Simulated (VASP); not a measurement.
# TiAl3 (Pmm2) in VASP: notebook

TiAl3 is run at these levels: PBEsol; tasks: relaxation of cell and atoms, single point.

All numbers are computed with VASP 6.6.1; they aren't measurements. Logs are shortened: lines on timing, memory, paths and dates and some standing lists are left out, and cuts for length are marked.

**1. The cell of the first run**

Symmetry: Pmm2, No. 25, orthorhombic system. The conventional cell has a = 2.868 Å, b = 4.728 Å, c = 4.949 Å, α = 90.00°, β = 90.00°, γ = 90.00°. Ti (site symmetry mm2) has 10 Al at 2.85 to 2.88 Å and 2 Ti at 2.87 Å within 3.8 Å. Al (site symmetry mm2) has 10 Al at 2.84 to 2.89 Å and 2 Ti at 2.87 Å within 3.7 Å. Within 3.7 Å of Al (site symmetry mm2) lie 8 Al at 2.84 to 2.89 Å and 4 Ti at 2.88 Å. Al (site symmetry mm2) has 4 Ti at 2.85 to 2.87 Å and 8 Al at 2.87 to 2.89 Å within 3.8 Å.

**2. Relaxation of cell and atoms, PBEsol (16.78 Å³/atom)**

POSCAR reads:

```
TiAl3
1.0
    2.8677944425      0.0000000000      0.0000000000
    0.0000000000      4.7276161630      0.0000000000
    0.0000000000      0.0000000000      4.9492673539
Ti Al
1 3
Direct
    0.0000000000      0.5000000000      0.1659160000
    0.0000000000      0.0000000000      0.8359000000
    0.5000000000      0.0000000000      0.3309120000
    0.5000000000      0.5000000000      0.6672710000
```

INCAR.step1 reads:

```
SYSTEM = TiAl3
GGA      = PS             ! functional
ISMEAR   = 1              ! smearing method
SIGMA    = 0.05           ! smearing width, eV
LWAVE    = .FALSE.        ! write WAVECAR
LCHARG   = .FALSE.        ! write CHGCAR
NSW      = 80             ! ionic steps
PREC     = Accurate       ! precision mode
LASPH    = .TRUE.         ! aspherical terms in the spheres
LREAL    = .FALSE.        ! projectors in reciprocal space
ALGO     = Normal         ! electronic algorithm
EDIFF    = 1E-7           ! SCF threshold, eV
NELM     = 120            ! most SCF steps
GGA_COMPAT= .FALSE.      
IBRION   = 2              ! ionic algorithm
ISIF     = 3              ! what is computed and relaxed
EDIFFG   = -0.002         ! ionic threshold
NELMIN   = 4            
ENCUT    = 720            ! plane-wave cutoff, eV
KPAR     = 8            
POTIM    = 0.5            ! step
```

INCAR.step4 reads:

```
SYSTEM = TiAl3
GGA      = PS             ! functional
ISMEAR   = 1              ! smearing method
SIGMA    = 0.05           ! smearing width, eV
LWAVE    = .FALSE.        ! write WAVECAR
LCHARG   = .FALSE.        ! write CHGCAR
PREC     = Accurate       ! precision mode
LASPH    = .TRUE.         ! aspherical terms in the spheres
LREAL    = .FALSE.        ! projectors in reciprocal space
ALGO     = Normal         ! electronic algorithm
EDIFF    = 1E-7           ! SCF threshold, eV
NELM     = 120            ! most SCF steps
GGA_COMPAT= .FALSE.      
ISIF     = 2              ! what is computed and relaxed
ENCUT    = 720            ! plane-wave cutoff, eV
KPAR     = 8
```

KPOINTS reads:

```
Automatic mesh
0
Gamma
  13 8 8
  0 0 0
```

Potentials or basis: VASP PAW PBE potentials, release 64 (Ti_sv, Al).

The run is started by

```
$ cat potpaw_PBE.64/Ti_sv/POTCAR potpaw_PBE.64/Al/POTCAR > POTCAR
$ cp INCAR.step1 INCAR
$ cp POSCAR.step1 POSCAR
$ mpirun -np 8 vasp_std > vasp.out
$ cp CONTCAR POSCAR
$ mpirun -np 8 vasp_std > vasp.out
$ cp CONTCAR POSCAR
$ mpirun -np 8 vasp_std > vasp.out
$ cp CONTCAR POSCAR
$ cp INCAR.step4 INCAR
$ mpirun -np 8 vasp_std > vasp.out
```

OUTCAR:

```text
SYSTEM = TiAl3
   GGA = PS
   ISMEAR = 1
   PREC = Accurate
   LASPH = .TRUE.
   LREAL = .FALSE.
   EDIFF = 1E-7
   NELM = 120
   ISIF = 2
   ENCUT = 720

 ion  position               nearest neighbor table
   1  0.000  0.500  0.163-   4 2.82   4 2.82   2 2.82   2 2.82   4 2.82   4 2.82   3 2.84   3 2.84
                             3 2.84   3 2.84
   2  0.000  0.000  0.840-   3 2.79   3 2.79   1 2.82   1 2.82   3 2.85   3 2.85   4 2.85   4 2.85
                             4 2.85   4 2.85
   3  0.500  0.000  0.333-   2 2.79   2 2.79   1 2.84   1 2.84   1 2.84   1 2.84   4 2.84   4 2.84
                             2 2.85   2 2.85
   4  0.500  0.500  0.664-   1 2.82   1 2.82   1 2.82   1 2.82   3 2.84   3 2.84   2 2.85   2 2.85
                             2 2.85   2 2.85

  LATTYP: Found a simple orthorhombic cell.
 ALAT       =     2.7759219193
 B/A-ratio  =     1.6822475572
 C/A-ratio  =     1.7677298173

  Lattice vectors:

 A1 = (   2.7759219193,   0.0000000000,   0.0000000000)
 A2 = (   0.0000000000,   4.6697878677,   0.0000000000)
 A3 = (   0.0000000000,   0.0000000000,   4.9070799471)

Analysis of symmetry for initial positions (statically):
=====================================================================
 Subroutine PRICEL returns:
 Original cell was already a primitive cell.

 Routine SETGRP: Setting up the symmetry group for a
 simple orthorhombic supercell.

 Subroutine GETGRP returns: Found  4 space group operations
 (whereof  4 operations were pure point group operations)
 out of a pool of  8 trial point group operations.

The static configuration has the point symmetry C_2v.

Analysis of symmetry for dynamics (positions and initial velocities):
=====================================================================
 Subroutine PRICEL returns:
 Original cell was already a primitive cell.

 Routine SETGRP: Setting up the symmetry group for a
 simple orthorhombic supercell.

 Subroutine GETGRP returns: Found  4 space group operations
 (whereof  4 operations were pure point group operations)
 out of a pool of  8 trial point group operations.

The dynamic configuration has the point symmetry C_2v.

 Subroutine INISYM returns: Found  4 space group operations
 (whereof  4 operations are pure point group operations),
 and found     1 'primitive' translations

----------------------------------------------------------------------------------------

                                     Primitive cell

  volume of cell :      63.6103

  direct lattice vectors                    reciprocal lattice vectors
     2.775921919  0.000000000  0.000000000     0.360240680  0.000000000  0.000000000
     0.000000000  4.669787868  0.000000000     0.000000000  0.214142490  0.000000000
     0.000000000  0.000000000  4.907079947     0.000000000  0.000000000  0.203787183

  length of vectors
     2.775921919  4.669787868  4.907079947     0.360240680  0.214142490  0.203787183

  position of ions in fractional coordinates (direct lattice)
     0.000000000  0.500000000  0.163038063
     0.000000000  0.000000000  0.840339368
     0.500000000  0.000000000  0.332884661
     0.500000000  0.500000000  0.663736907

  ion indices of the primitive-cell ions
   primitive index   ion index
                 1           1
                 2           2
                 3           3
                 4           4

----------------------------------------------------------------------------------------

 KPOINTS: Automatic mesh

Automatic generation of k-mesh.
 Grid dimensions read from file:
 generate k-points for:   13    8    8

 Generating k-lattice:

  Cartesian coordinates                     Fractional coordinates (reciprocal lattice)
     0.027710822  0.000000000  0.000000000     0.076923077  0.000000000  0.000000000
     0.000000000  0.026767811  0.000000000     0.000000000  0.125000000  0.000000000
     0.000000000  0.000000000  0.025473398     0.000000000  0.000000000  0.125000000

  Length of vectors
     0.027710822  0.026767811  0.025473398

[... 54 lines left out ...]
  band No.  band energies     occupation
      1     -47.9703      2.00000
      2     -24.4063      2.00000
      3     -24.4005      2.00000
      4     -23.9809      2.00000
      5      -2.0319      2.00000
      6       3.0014      2.00000
      7       4.2605      2.00000
      8       4.6418      2.00000
      9       5.5147      2.00000
     10       7.3515      2.00000
     11       7.7820      2.00000
     12      10.7589      0.00000
     13      10.8313      0.00000
     14      10.8543      0.00000

 k-point     2 :       0.0769    0.0000    0.0000
  band No.  band energies     occupation
      1     -47.9663      2.00000
      2     -24.4024      2.00000
      3     -24.3968      2.00000
      4     -24.0131      2.00000
      5      -1.9161      2.00000
      6       3.1056      2.00000
      7       4.3415      2.00000
      8       4.7246      2.00000
      9       5.6476      2.00000
     10       7.4223      2.00000
     11       7.8575      2.00000
     12      10.2593      0.00000
     13      10.3036      0.00000
     14      11.2255      0.00000

 k-point     3 :       0.1538    0.0000    0.0000
  band No.  band energies     occupation
      1     -47.9552      2.00000
      2     -24.3917      2.00000
      3     -24.3863      2.00000
      4     -24.1015      2.00000
      5      -1.5705      2.00000
      6       3.4157      2.00000
      7       4.5769      2.00000
      8       4.9665      2.00000
      9       6.0331      2.00000
     10       7.6266      2.00000
     11       7.9823      2.00000
     12       9.7316      0.00000
     13       9.7794      0.00000
     14      11.2581      0.00000
[... 324 lines left out ...]
 k-point    23 :       0.0769    0.3750    0.0000
  band No.  band energies     occupation
      1     -47.9662      2.00000
      2     -24.4021      2.00000
      3     -24.4000      2.00000
      4     -24.0130      2.00000
      5      -1.0320      2.00000
      6       0.9009      2.00000
      7       4.6079      2.00000
      8       4.7786      2.00000
      9       6.4582      2.00000
     10       7.0018      2.00000
     11       8.0403      2.00000
     12      10.4485      0.00000
     13      10.6477      0.00000
     14      11.0043      0.00000

 k-point    24 :       0.1538    0.3750    0.0000
  band No.  band energies     occupation
      1     -47.9552      2.00000
      2     -24.3915      2.00000
      3     -24.3893      2.00000
      4     -24.1013      2.00000
      5      -0.7009      2.00000
      6       1.2315      2.00000
      7       4.8997      2.00000
      8       5.0741      2.00000
      9       6.5667      2.00000
     10       7.2739      2.00000
     11       8.2348      0.60698
     12       9.8306      0.00000
     13      10.4843      0.00000
     14      11.0809      0.00000

 [... further k-points ...]

------------------------ aborting loop because EDIFF is reached ----------------------------------------

  FORCE on cell =-STRESS in cart. coord.  units (eV):
  Direction    XX          YY          ZZ          XY          YZ          ZX
  --------------------------------------------------------------------------------------
  -------------------------------------------------------------------------------------
  Total       -0.0057513     -0.0019279     -0.0016874      0.0000000      0.0000000      0.0000000
  in kB       -0.1448608     -0.0485578     -0.0425024      0.0000000      0.0000000      0.0000000
  external PRESSURE =      -0.0786403 kB  Pullay stress =       0.0000000 kB

 VOLUME and BASIS-vectors are now :
 -----------------------------------------------------------------------------
  energy-cutoff  :      720.00
  volume of cell :       63.61
      direct lattice vectors                 reciprocal lattice vectors
     2.775921919  0.000000000  0.000000000     0.360240680  0.000000000  0.000000000
     0.000000000  4.669787868  0.000000000     0.000000000  0.214142490  0.000000000
     0.000000000  0.000000000  4.907079947     0.000000000  0.000000000  0.203787183

 POSITION                                       TOTAL-FORCE (eV/Angst)
 -----------------------------------------------------------------------------------
      0.00000      2.33489      0.80004         0.000000      0.000000     -0.000166
      0.00000      0.00000      4.12361         0.000000      0.000000     -0.000730
      1.38796      0.00000      1.63349         0.000000      0.000000      0.000871
      1.38796      2.33489      3.25701         0.000000      0.000000      0.000025
 -----------------------------------------------------------------------------------
    total drift:                                0.000000      0.000000     -0.000438

  FREE ENERGIE OF THE ION-ELECTRON SYSTEM (eV)
  ---------------------------------------------------
  free  energy   TOTEN  =       -21.5916031611 eV

  energy  without entropy=      -21.5916776518  energy(sigma->0) =      -21.59162799
```

It took 8.3 min on 8 MPI ranks of Intel Xeon Platinum 8488C (Sapphire Rapids), shared host; peak memory 0.48 GiB.

What came out:

- Free energy: -21.5916 eV
- Relaxed volume: 15.90 Å³/atom
- Relaxed cell: a = 2.776 Å, b = 4.670 Å, c = 4.907 Å, α = 90.00°, β = 90.00°, γ = 90.00°
- Space group after relaxing (to 0.1 Å): Pmm2 (No. 25)
- Energy gained by relaxing: 16.0 meV/atom
- Ionic steps: 14
- Pressure after relaxing: 0.0 GPa
- Band gap on the k mesh: zero (an odd number of electrons rules out a gap without spin polarisation)

Step by step:
```
step  energy change (eV)  largest force (eV/Å)  pressure (GPa)  volume (Å³)
   1              0.0000                0.0595           -5.01        67.10
   2             -0.0495                0.0649            2.58        62.13
   3             -0.0603                0.0439            0.11        63.54
   4             -0.0621                0.0537            0.07        63.56
   5             -0.0629                0.0641            0.03        63.59
   6             -0.0635                0.0446           -0.03        63.62
   7             -0.0638                0.0251           -0.11        63.69
   8             -0.0640                0.0177            0.11        63.54
   9             -0.0640                0.0174            0.12        63.54
  10             -0.0641                0.0028           -0.03        63.63
  11             -0.0641                0.0051            0.00        63.61
  12             -0.0641                0.0009            0.00        63.61
  13             -0.0638                0.0009           -0.01        63.61
  14             -0.0638                0.0009           -0.01        63.61
```

Final structure:
```
Ti Al
1.0
     2.77592    0.00000    0.00000
     0.00000    4.66979    0.00000
     0.00000    0.00000    4.90708
Ti Al
1 3
Cartesian
  0.0000 2.3349 0.8000
  0.0000 0.0000 4.1236
  1.3880 0.0000 1.6335
  1.3880 2.3349 3.2570
```

Caveat: the PAW data sets were made with another functional, which shifts forces and pressure a little.

**3. Single point, PBEsol**

This run uses another cell than the first one, of 16.29 Å³/atom.

INCAR reads:

```
SYSTEM = TiAl3
PREC = Accurate
ENCUT = 520
EDIFF = 1E-6
ISMEAR = -1
SIGMA = 0.05
LREAL = .FALSE.
LASPH = .TRUE.
NELM = 60
ALGO = Normal
ISIF = 2
LWAVE = .FALSE.
LCHARG = .FALSE.
GGA = PS
NBANDS = 18
```

KPOINTS reads:

```
Automatic mesh
0
G
  9 6 6
  0 0 0
```

POSCAR reads:

```
TiAl3
1.0
    2.8982332018      0.0000000000      0.0000000000
    0.0000000000      4.7777950630      0.0000000000
    0.0000000000      0.0000000000      4.7047123200
Ti Al
1 3
Direct
    0.0000000000      0.5000000000      0.1659160000
    0.0000000000      0.0000000000      0.8359000000
    0.5000000000      0.0000000000      0.3309120000
    0.5000000000      0.5000000000      0.6672710000
```

Potentials or basis: VASP PAW PBE potentials, release 64 (Ti_sv, Al).

The run is started by

```
$ cat potpaw_PBE.64/Ti_sv/POTCAR potpaw_PBE.64/Al/POTCAR > POTCAR
$ mpirun -np 1 vasp_std > vasp.out
```

It took 94 s on 1 thread of Intel Xeon 8259CL, shared host; peak memory 0.24 GiB.

The run converged. Its results:

```
Free energy            : -21.4919 eV
Pressure               : -1.8 GPa
Largest force          : 0.084 eV/Å
Band gap on the k mesh : zero (an odd number of electrons rules out a gap without spin polarisation)
```

Forces in eV/Å, atoms in the order of the input:
```
Ti   0.000  0.000 -0.003
Al   0.000  0.000 -0.057
Al   0.000  0.000 -0.024
Al   0.000  0.000  0.084
```

Stress tensor (GPa, compression positive):
```
-5.77  0.00  0.00
 0.00 -3.96  0.00
 0.00  0.00  4.47
```

Levels at points of the mesh, in eV from the Fermi level:
| k point | band 8 | band 9 | band 10 | band 11 | band 12 | band 13 | band 14 | band 15 |
| --- | --- | --- | --- | --- | --- | --- | --- | --- |
| (0.00, 0.00, 0.00) | -3.32 | -2.63 | -0.62 | -0.33 | 2.12 | 2.27 | 2.83 | 3.06 |
| (0.00, 0.50, 0.00) | -2.64 | -1.75 | -1.17 | -0.23 | 2.10 | 2.14 | 2.70 | 3.51 |
| (0.00, 0.00, 0.50) | -2.34 | -2.14 | -1.13 | -0.05 | 1.96 | 2.30 | 2.50 | 3.37 |
| (0.00, 0.50, 0.50) | -4.73 | -0.11 | 0.06 | 0.89 | 1.99 | 2.14 | 4.32 | 4.93 |

Caveat: the stress differs along the axes, from -6 to 4 GPa; the PAW data sets were made with another functional, which shifts forces and pressure a little.

**4. Single point, PBEsol**

This run uses another cell than the first one, of 16.29 Å³/atom.

INCAR reads:

```
PREC     = Accurate       # precision mode
ENCUT    = 520            # plane-wave cutoff, eV
EDIFF    = 1E-6           # SCF threshold, eV
ISMEAR   = -1             # smearing method
SIGMA    = 0.05           # smearing width, eV
LREAL    = F              # projectors in reciprocal space
LASPH    = T              # aspherical terms in the spheres
NELM     = 80             # most SCF steps
ALGO     = Fast           # electronic algorithm
ISIF     = 2              # what is computed and relaxed
LWAVE    = F              # write WAVECAR
LCHARG   = F              # write CHGCAR
GGA      = PS             # functional
NBANDS   = 18             # bands
```

KPOINTS reads:

```
Automatic mesh
0
Gamma
  9 6 6
```

POSCAR reads:

```
TiAl3
1.0
    2.8685069473      0.0000000000      0.0000000000
    0.0000000000      4.7287907413      0.0000000000
    0.0000000000      0.0000000000      4.8027271600
Ti Al
1 3
Direct
    0.0000000000      0.5000000000      0.1659160000
    0.0000000000      0.0000000000      0.8359000000
    0.5000000000      0.0000000000      0.3309120000
    0.5000000000      0.5000000000      0.6672710000
```

The run is started by

```
$ cat potpaw_PBE.64/Ti_sv/POTCAR potpaw_PBE.64/Al/POTCAR > POTCAR
$ mpirun -np 1 vasp_std > vasp.out
```

It took 3.3 min on 1 thread of Intel Xeon 8259CL, shared host; peak memory 0.23 GiB.

Results (log left out):

| Item | Value |
| --- | --- |
| Free energy | -21.5543 eV |
| Pressure | -2.1 GPa |
| Largest force | 0.031 eV/Å |
| Band gap on the k mesh | zero (an odd number of electrons rules out a gap without spin polarisation) |

Forces on the atoms (eV/Å):
```
Ti   0.000  0.000 -0.020
Al   0.000  0.000  0.003
Al   0.000  0.000 -0.014
Al   0.000  0.000  0.031
```

Stress tensor (GPa, compression positive):
```
-5.35  0.00  0.00
 0.00 -2.59  0.00
 0.00  0.00  1.57
```

Levels at points of the mesh, in eV from the Fermi level:
| k point | band 8 | band 9 | band 10 | band 11 | band 12 | band 13 | band 14 | band 15 |
| --- | --- | --- | --- | --- | --- | --- | --- | --- |
| (0.00, 0.00, 0.00) | -3.54 | -2.64 | -0.69 | -0.34 | 2.24 | 2.35 | 2.78 | 2.92 |
| (0.00, 0.50, 0.00) | -2.88 | -1.86 | -1.34 | -0.17 | 2.18 | 2.25 | 2.69 | 3.31 |
| (0.00, 0.00, 0.50) | -2.28 | -2.11 | -1.09 | -0.16 | 2.10 | 2.36 | 2.40 | 3.38 |
| (0.00, 0.50, 0.50) | -4.75 | -0.08 | -0.02 | 0.85 | 2.14 | 2.22 | 4.03 | 5.10 |

Caveat: the stress differs along the axes, from -5 to 2 GPa; the PAW data sets were made with another functional, which shifts forces and pressure a little.

**5. Summary**

| task | cell | k mesh | cutoff (eV) | smearing | tolerance level | purpose | passes | dipole correction | gap on the mesh (eV) | pressure (GPa) | largest force (eV/Å) |
| --- | --- | --- | --- | --- | --- | --- | --- | --- | --- | --- | --- |
| relaxation of cell and atoms | relaxed from a = 2.868, b = 4.728, c = 4.949 Å, 4 atoms | 13 × 8 × 8 | 720 | methfessel-paxton 0.05 eV | standard | cell | 3 | - | none | 0.0 | - |
| single point | a = 2.898, b = 4.778, c = 4.705 Å, 4 atoms | 9 × 6 × 6 | 520 | fermi-dirac 0.05 eV | - | - | - | no | none | -1.8 | 0.08 |
| single point | a = 2.869, b = 4.729, c = 4.803 Å, 4 atoms | 9 × 6 × 6 | 520 | fermi-dirac 0.05 eV | - | - | - | no | none | -2.1 | 0.03 |

Alike in all rows: level PBEsol; potentials or basis VASP PAW PBE potentials, release 64 (Ti_sv, Al); no spin polarisation.

Caveats: the PAW data sets were made with another functional, which shifts forces and pressure a little; the stress differs along the axes, from -6 to 4 GPa (at least some runs); the stress differs along the axes, from -5 to 2 GPa (at least some runs).

Absolute energies hang on the potentials; compare differences alone.
